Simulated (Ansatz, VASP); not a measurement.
Sc: VASP beside Ansatz

```
Sc
1.0
     3.33049    0.00000    0.00000
    -1.66524    2.88429    0.00000
     0.00000    0.00000    5.18947
Sc
2
Direct
  0.33333 0.66667 0.25000
  0.66667 0.33333 0.75000
```

Alike in both runs: functional r2SCAN; k mesh 21 × 21 × 10; occupations gaussian, width 0.1 eV; no spin polarisation.

Ansatz relaxed the structure, and its values are those at the end. VASP's run is a single point on that final structure, the one shown.

```csv
,VASP,Ansatz
version,VASP 6.6.1,Ansatz 0.2.0
potentials or method,"VASP PAW PBE potentials, release 64 (Sc_sv), cutoff 520 eV","scalar-relativistic, plane waves, PAW"
valence electrons in the cell,22,22
```

|  | VASP | Ansatz | Ansatz less VASP |
| --- | --- | --- | --- |
| gap on the k mesh at the Fermi level (eV) | none | none | - |
| pressure (GPa) | 0.2 | 0.0 | -0.19 |

VASP's potentials were made for PBE, not for r2SCAN. A gap of «none» marks a metal or a gap that the smearing closes.
